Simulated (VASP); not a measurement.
The system is Pd.

```xyz
1
Lattice="0.0000 1.9500 1.9500 1.9500 0.0000 1.9500 1.9500 1.9500 0.0000" Properties=species:S:1:pos:R:3 pbc="T T T"
Pd    0.0000    0.0000    0.0000
```

```yaml
Program: VASP 6.6.1
Task: relaxation of cell and atoms
Functional: PBEsol
Potentials_or_basis: VASP PAW PBE potentials, release 64 (Pd)
Cutoff: 600 eV
k_mesh: 20 × 20 × 20
Occupations: methfessel-paxton, width 0.1 eV
Spin: no spin polarisation
```

At the start: pressure -4.3 GPa; volume 14.83 Å³/atom.

Task: Where does the relaxation end?

Result: Over 3 steps the energy falls by 4.4 meV/atom and the volume is 14.51 Å³/atom (-2.1 %); space group Fm-3m (No. 225, to 0.1 Å) before and after.

Step by step:
```
step  energy change (eV)  largest force (eV/Å)  pressure (GPa)  volume (Å³)
   1              0.0000                0.0000           -4.28        14.83
   2              0.0082                0.0000            8.20        14.00
   3             -0.0044                0.0000           -0.04        14.51
```

Final structure:
```
Pd
1.0
     0.00000    1.93594    1.93594
     1.93594    0.00000    1.93594
     1.93594    1.93594    0.00000
Pd
1
Direct
  0.00000 0.00000 0.00000
```

Caveat: the PAW data sets were made with another functional, which shifts forces and pressure a little.
